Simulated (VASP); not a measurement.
# Al (Pm-3m) in VASP: further runs

The runs below take Al through single point, relaxation of cell and atoms, with PBEsol.

Program: VASP 6.6.1. These are calculated values, not measurements. Logs are shortened: lines on timing, memory, paths and dates and some standing lists are left out, and cuts for length are marked.

**1. The cell of the first run**

The structure is cubic, space group Pm-3m (No. 221). The conventional cell has a = 2.693 Å, b = 2.693 Å, c = 2.693 Å, α = 90.00°, β = 90.00°, γ = 90.00°. Within 3.6 Å of Al (site symmetry m-3m) lie 6 Al at 2.69 Å.

**2. Single point, PBEsol**

Input file INCAR:

```
SYSTEM = Al
ALGO = Normal ; EDIFF = 1E-6
ENCUT = 520 ; GGA = PS
ISIF = 2 ; ISMEAR = 0
LASPH = .TRUE. ; LCHARG = .FALSE.
LREAL = .FALSE. ; LWAVE = .FALSE.
NBANDS = 8 ; NELM = 60
PREC = Accurate ; SIGMA = 0.05
```

Input file KPOINTS:

```
k-points
0
G
  8 8 8
  0 0 0
```

Input file POSCAR:

```
Al
1.0
    2.6932130711      0.0000000000      0.0000000000
    0.0000000000      2.6932130711      0.0000000000
    0.0000000000      0.0000000000      2.6932130711
Al
1
Direct
    0.0000000000      0.0000000000      0.0000000000
```

Potentials or basis: VASP PAW PBE potentials, release 64 (Al).

Started as:

```sh
> cat potpaw_PBE.64/Al/POTCAR > POTCAR
> mpirun -np 1 vasp_std > vasp.out
```

OUTCAR:

```text
SYSTEM = Al
   EDIFF = 1E-6
   ENCUT = 520
   GGA = PS
   ISIF = 2
   ISMEAR = 0
   LASPH = .TRUE.
   LREAL = .FALSE.
   NELM = 60
   PREC = Accurate

 ion  position               nearest neighbor table
   1  0.000  0.000  0.000-

  LATTYP: Found a simple cubic cell.
 ALAT       =     2.6932130711

  Lattice vectors:

 A1 = (   2.6932130711,   0.0000000000,   0.0000000000)
 A2 = (   0.0000000000,   2.6932130711,   0.0000000000)
 A3 = (   0.0000000000,   0.0000000000,   2.6932130711)

Analysis of symmetry for initial positions (statically):
=====================================================================
 Subroutine PRICEL returns:
 Original cell was already a primitive cell.

 Routine SETGRP: Setting up the symmetry group for a
 simple cubic supercell.

 Subroutine GETGRP returns: Found 48 space group operations
 (whereof 48 operations were pure point group operations)
 out of a pool of 48 trial point group operations.

The static configuration has the point symmetry O_h .

Analysis of symmetry for dynamics (positions and initial velocities):
=====================================================================
 Subroutine PRICEL returns:
 Original cell was already a primitive cell.

 Routine SETGRP: Setting up the symmetry group for a
 simple cubic supercell.

 Subroutine GETGRP returns: Found 48 space group operations
 (whereof 48 operations were pure point group operations)
 out of a pool of 48 trial point group operations.

The dynamic configuration has the point symmetry O_h .

 Subroutine INISYM returns: Found 48 space group operations
 (whereof 48 operations are pure point group operations),
 and found     1 'primitive' translations

----------------------------------------------------------------------------------------

                                     Primitive cell

  volume of cell :      19.5349

  direct lattice vectors                    reciprocal lattice vectors
     2.693213071  0.000000000  0.000000000     0.371303708  0.000000000  0.000000000
     0.000000000  2.693213071  0.000000000     0.000000000  0.371303708  0.000000000
     0.000000000  0.000000000  2.693213071     0.000000000  0.000000000  0.371303708

  length of vectors
     2.693213071  2.693213071  2.693213071     0.371303708  0.371303708  0.371303708

  position of ions in fractional coordinates (direct lattice)
     0.000000000  0.000000000  0.000000000

  ion indices of the primitive-cell ions
   primitive index   ion index
                 1           1

----------------------------------------------------------------------------------------

 KPOINTS: k-points

Automatic generation of k-mesh.
 Grid dimensions read from file:
 generate k-points for:    8    8    8

 Generating k-lattice:

  Cartesian coordinates                     Fractional coordinates (reciprocal lattice)
     0.046412964  0.000000000  0.000000000     0.125000000  0.000000000  0.000000000
     0.000000000  0.046412964  0.000000000     0.000000000  0.125000000  0.000000000
     0.000000000  0.000000000  0.046412964     0.000000000  0.000000000  0.125000000

  Length of vectors
     0.046412964  0.046412964  0.046412964

  Shift w.r.t. Gamma in fractional coordinates (k-lattice)
     0.000000000  0.000000000  0.000000000

 Subroutine IBZKPT returns following result:
 ===========================================

 Found     35 irreducible k-points:

 Following reciprocal coordinates:
            Coordinates               Weight
  0.000000  0.000000  0.000000      1.000000
  0.125000  0.000000  0.000000      6.000000
  0.250000  0.000000  0.000000      6.000000
  0.375000  0.000000  0.000000      6.000000
  0.500000  0.000000  0.000000      3.000000
  0.125000  0.125000  0.000000     12.000000
[... 16 lines left out ...]
  0.375000  0.375000  0.125000     24.000000
  0.500000  0.375000  0.125000     24.000000
 [... further k-points ...]
   k-points           NKPTS =     35   k-points in BZ     NKDIM =     35   number of bands    NBANDS=      8
   number of dos      NEDOS =    301   number of ions     NIONS =      1
   total plane-waves  NPLWV =   8000
   dimension x,y,z NGX =    20 NGY =   20 NGZ =   20
   dimension x,y,z NGXF=    40 NGYF=   40 NGZF=   40
   ions per type =               1
   NGX,Y,Z   is equivalent  to a cutoff of  12.35, 12.35, 12.35 a.u.
   NGXF,Y,Z  is equivalent  to a cutoff of  24.69, 24.69, 24.69 a.u.
 SYSTEM =  Al
   PREC   = accura    normal or accurate (medium, high low for compatibility)
   ISTART =      0    job   : 0-new  1-cont  2-samecut
   ICHARG =      2    charge: 1-file 2-atom 10-const
   ISPIN  =      1    spin polarized calculation?
   LNONCOLLINEAR =      F non collinear calculations
   LSORBIT =      F    spin-orbit coupling
   LASPH  =      T    aspherical Exc in radial PAW
   ENCUT  =  520.0 eV  38.22 Ry    6.18 a.u.   5.01  5.01  5.01*2*pi/ulx,y,z
   NELM   =     60;   NELMIN=  2; NELMDL= -5     # of ELM steps
   EDIFF  = 0.1E-05   stopping-criterion for ELM
   LREAL  =      F    real-space projection
   EDIFFG = 0.1E-04   stopping-criterion for IOM
   NSW    =      0    number of steps for IOM
   IBRION =     -1    ionic relax: 0-MD 1-quasi-New 2-CG
   NFREE  =      0    steps in history (QN), initial steepest desc. (CG)
   ISIF   =      2    stress and relaxation
   ISYM   =      2    0-nonsym 1-usesym 2-fastsym
   POTIM  = 0.5000    time-step for ionic-motion
   TEBEG  =    0.0;   TEEND  =   0.0 temperature during run
   PSTRESS=    0.0 pullay stress
   NELECT =       3.0000    total number of electrons
   NUPDOWN=      -1.0000    fix difference up-down
   EMIN   =  10.00;   EMAX   =-10.00  energy-range for DOS
   EFERMI =   0.00;   METHOD = LEGACY
   ISMEAR =     0;   SIGMA  =   0.05  broadening in eV -4-tet -1-fermi 0-gaus
   EFERMI_NEDOS =   21; number of points for ismear=-14 and -15
   IALGO  =     38    algorithm
   IMIX   =      4    mixing-type and parameters
     AMIX     =   0.40;   BMIX     =  1.00
     AMIX_MAG =   1.60;   BMIX_MAG =  1.00
  volume/ion in A,a.u.               =      19.53       131.83
  Fermi-wavevector in a.u.,A,eV,Ry     =   0.876687  1.656698 10.457166  0.768580
  Thomas-Fermi vector in A             =   1.996531
   LORBIT       =      0    0 simple, 1 ext, 2 COOP (PROOUT), +10 PAW based schemes
   GGA     = PS    functional components
   LHFCALC =     F    Hartree Fock is set to
   AEXX    =    0.0000 exact exchange contribution
   IVDW    =     0    specifies the selected vdW correction
   LEPSILON=     F    determine dielectric tensor
   LRPA    =     F    only Hartree local field effects (RPA)
 non-spin polarized calculation
 Gauss-broadening in eV      SIGMA  =   0.05
  energy-cutoff  :      520.00
  volume of cell :       19.53
 maximum number of plane-waves:       552
   NGX = 11   NGY = 11   NGZ = 11

 number of electron       3.0000000 magnetization

 Free energy of the ion-electron system (eV)
  ---------------------------------------------------
  ext. energy  EPLUGINS =         0.00000000
  ---------------------------------------------------
  free energy    TOTEN  =        -3.70845055 eV

  energy without entropy =       -3.70783938  energy(sigma->0) =       -3.70814496

 E-fermi :   5.9129     XC(G=0):  -9.6026

 val. band max:        5.8977936527   @ k =   0.3750   0.3750   0.0000
 cond. band min:       6.0109343979   @ k =   0.5000   0.5000   0.1250
 fundamental gap:      0.1131407452
 Fermi energy:         5.9128803908

 k-point     1 :       0.0000    0.0000    0.0000
  band No.  band energies     occupation
      1      -3.8522      2.00000
      2      13.9425      0.00000
      3      13.9425      0.00000
      4      15.2269      0.00000
      5      15.2269      0.00000
      6      15.2269      0.00000
      7      21.5895      0.00000
      8      30.2083      0.00000

 k-point     2 :       0.1250    0.0000    0.0000
  band No.  band energies     occupation
      1      -3.5370      2.00000
      2      10.7292      0.00000
      3      14.2058      0.00000
      4      15.4909      0.00000
      5      15.4909      0.00000
      6      17.7848      0.00000
      7      22.9304      0.00000
      8      28.1356      0.00000

 k-point     3 :       0.2500    0.0000    0.0000
  band No.  band energies     occupation
      1      -2.5979      2.00000
      2       7.1150      0.00000
      3      14.9522      0.00000
      4      16.2804      0.00000
      5      16.2804      0.00000
      6      19.7192      0.00000
      7      24.9460      0.00000
      8      24.9460      0.00000

 k-point     4 :       0.3750    0.0000    0.0000
  band No.  band energies     occupation
      1      -1.0613      2.00000
      2       3.9171      2.00000
      3      15.9718      0.00000
      4      17.5729      0.00000
      5      17.5729      0.00000
      6      21.3761      0.00000
      7      22.0881      0.00000
      8      22.0881      0.00000

 k-point     5 :       0.5000    0.0000    0.0000
  band No.  band energies     occupation
      1       0.6352      2.00000
      2       1.6605      2.00000
      3      16.5624      0.00000
      4      18.8772      0.00000
      5      18.8772      0.00000
      6      20.2513      0.00000
      7      20.2513      0.00000
      8      22.4391      0.00000
[... 177 lines left out ...]
 k-point    22 :       0.5000    0.2500    0.1250
  band No.  band energies     occupation
      1       2.1938      2.00000
      2       3.1045      2.00000
      3      11.2524      0.00000
      4      13.2120      0.00000
      5      17.0632      0.00000
      6      17.8850      0.00000
      7      25.0185      0.00000
      8      25.2310      0.00000

 k-point    23 :       0.3750    0.3750    0.1250
  band No.  band energies     occupation
      1       1.9912      2.00000
      2       6.1781      0.00000
      3       7.5851      0.00000
      4      11.9032      0.00000
      5      16.7984      0.00000
      6      20.5080      0.00000
      7      22.1028      0.00000
      8      25.6973      0.00000

 k-point    24 :       0.5000    0.3750    0.1250
  band No.  band energies     occupation
      1       3.7172      2.00000
      2       4.4669      2.00000
      3       8.3813      0.00000
      4      10.0281      0.00000
      5      18.2291      0.00000
      6      19.0971      0.00000
      7      22.4111      0.00000
      8      25.6684      0.00000

 [... further k-points ...]
[... 5 lines left out ...]
  --------------------------------------------------------------------------------------
  -------------------------------------------------------------------------------------
  Total        0.0115162      0.0115162      0.0115162      0.0000000     -0.0000000      0.0000000
  in kB        0.9445154      0.9445154      0.9445154      0.0000000     -0.0000000      0.0000000
  external PRESSURE =       0.9445154 kB  Pullay stress =       0.0000000 kB

 VOLUME and BASIS-vectors are now :
 -----------------------------------------------------------------------------
  energy-cutoff  :      520.00
  volume of cell :       19.53
      direct lattice vectors                 reciprocal lattice vectors
     2.693213071  0.000000000  0.000000000     0.371303708  0.000000000  0.000000000
     0.000000000  2.693213071  0.000000000     0.000000000  0.371303708  0.000000000
     0.000000000  0.000000000  2.693213071     0.000000000  0.000000000  0.371303708

 POSITION                                       TOTAL-FORCE (eV/Angst)
 -----------------------------------------------------------------------------------
      0.00000      0.00000      0.00000         0.000000      0.000000      0.000000
 -----------------------------------------------------------------------------------
    total drift:                               -0.000000      0.000000      0.000000

  FREE ENERGIE OF THE ION-ELECTRON SYSTEM (eV)
  ---------------------------------------------------
  free  energy   TOTEN  =        -3.7084505495 eV

  energy  without entropy=       -3.7078393776  energy(sigma->0) =       -3.70814496
```

It took 2.3 s on 1 thread of Intel Xeon Platinum 8488C (Sapphire Rapids), shared host; peak memory 0.11 GiB.

What came out:

```yaml
Free_energy: -3.7085 eV
Pressure: 0.1 GPa
```

Levels at points of the mesh, in eV from the Fermi level:
| k point | band 1 | band 2 | band 3 | band 4 | band 5 | band 6 |
| --- | --- | --- | --- | --- | --- | --- |
| (0.00, 0.00, 0.00) | -9.77 | 8.03 | 8.03 | 9.31 | 9.31 | 9.31 |
| (0.50, 0.00, 0.00) | -5.28 | -4.25 | 10.65 | 12.96 | 12.96 | 14.34 |
| (0.50, 0.50, 0.00) | -0.59 | -0.59 | -0.19 | 2.07 | 16.68 | 17.00 |
| (0.50, 0.50, 0.50) | 2.94 | 2.94 | 2.94 | 5.55 | 5.55 | 5.55 |

Caveat: the PAW data sets were made with another functional, which shifts forces and pressure a little.

**3. Relaxation of cell and atoms, PBEsol**

This run uses another cell than the first one, of 18.19 Å³/atom, 0.931 times its volume.

Input file INCAR:

```
SYSTEM = Al
PREC = Accurate
ENCUT = 600
EDIFF = 1E-6
ISMEAR = 0
SIGMA = 0.05
LREAL = .False.
LASPH = .True.
NELM = 100
ALGO = Normal
ISIF = 3
LWAVE = .False.
LCHARG = .False.
GGA = PS
IBRION = 2
NSW = 60
EDIFFG = -0.02
```

Input file KPOINTS:

```
regular mesh
0
Gamma
  8 8 8
  0 0 0
```

Input file POSCAR:

```
Al
1.0
    2.6300000000      0.0000000000      0.0000000000
    0.0000000000      2.6300000000      0.0000000000
    0.0000000000      0.0000000000      2.6300000000
Al
1
Direct
    0.0000000000      0.0000000000      0.0000000000
```

Potentials or basis: VASP PAW PBE potentials, release 64 (Al).

Started as:

```sh
> cat potpaw_PBE.64/Al/POTCAR > POTCAR
> mpirun -np 1 vasp_std > vasp.out
```

Run time: 3.7 s. Hardware: 1 thread of Intel Xeon Platinum 8488C (Sapphire Rapids), shared host; peak memory 0.13 GiB.

It converged, with:

- Free energy: -3.7085 eV
- Relaxed volume: 19.57 Å³/atom
- Relaxed cell: a = 2.695 Å, b = 2.695 Å, c = 2.695 Å, α = 90.00°, β = 90.00°, γ = 90.00°
- Space group after relaxing (to 0.05 Å): Pm-3m (No. 221)
- Energy gained by relaxing: 21.5 meV/atom
- Ionic steps: 3
- Pressure after relaxing: 0.0 GPa

The path:
| step | energy change (eV) | largest force (eV/Å) | pressure (GPa) | volume (Å³) |
| --- | --- | --- | --- | --- |
| 1 | 0.0000 | 0.0000 | 5.17 | 18.19 |
| 2 | -0.0210 | 0.0000 | -0.66 | 19.78 |
| 3 | -0.0215 | 0.0000 | -0.04 | 19.57 |

Final structure:
```
CELL_PARAMETERS angstrom
2.69500 0.00000 0.00000
0.00000 2.69500 0.00000
0.00000 0.00000 2.69500
ATOMIC_POSITIONS crystal
Al 0.00000 0.00000 0.00000
```

Levels at points of the mesh, in eV from the Fermi level:
| k point | band 1 | band 2 | band 3 | band 4 | band 5 |
| --- | --- | --- | --- | --- | --- |
| (0.00, 0.00, 0.00) | -9.75 | 8.02 | 8.02 | 9.30 | 9.30 |
| (0.50, 0.00, 0.00) | -5.27 | -4.24 | 10.64 | 12.94 | 12.94 |
| (0.50, 0.50, 0.00) | -0.59 | -0.59 | -0.20 | 2.07 | 16.64 |
| (0.50, 0.50, 0.50) | 2.93 | 2.93 | 2.93 | 5.55 | 5.55 |

Caveat: the PAW data sets were made with another functional, which shifts forces and pressure a little.
